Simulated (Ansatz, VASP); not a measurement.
## Two plane-wave programs on FePt

```xyz
2
Lattice="2.7235 0.0000 0.0000 0.0000 2.7235 0.0000 0.0000 0.0000 3.7200" Properties=species:S:1:pos:R:3 pbc="T T T"
Pt    1.3618    1.3618    1.8600
Fe    0.0000    0.0000    0.0000
```

Alike in both runs: functional r2SCAN; k mesh 6 × 6 × 4; occupations fermi-dirac, width 0.05 eV; collinear spin.

|  | VASP | Ansatz |
| --- | --- | --- |
| version | VASP 6.6.1 | Ansatz 0.2.0 |
| potentials or method | VASP PAW PBE potentials, release 64 (Pt, Fe) | Ansatz PAW |
| plane-wave cutoff (eV) | 520 | 500 |
| valence electrons in the cell | 18 | 34 |
| task | single point | projected density of states |

VASP gave:

- gap on the k mesh at the Fermi level (eV): none
- pressure (GPa): 2.4
- traceless stress, the component that is largest in VASP (GPa): 1.32
- net moment per atom (μB): 1.81
- size of the moment on the site where the two differ most (μB): 0.35

Q: What did Ansatz give for the same quantities?

A: gap on the k mesh at the Fermi level (eV): none; pressure (GPa): 2.4; traceless stress, the component that is largest in VASP (GPa): 1.34; net moment per atom (μB): 1.82; size of the moment on the site where the two differ most (μB): 0.42.

VASP's potentials were made for PBE, not for r2SCAN. Site moments also hang on the region over which each program counts them. A gap of «none» marks a metal or a gap that the smearing closes. VASP's potentials hold 18 valence electrons a cell and Ansatz's 34, so a difference there can come from the potentials and not from the codes.

The k mesh is coarse, so the values compare programs but aren't converged. Spin-orbit coupling is off throughout. Noted on Ansatz's run: the magnetic or orbital state may not be the lowest.
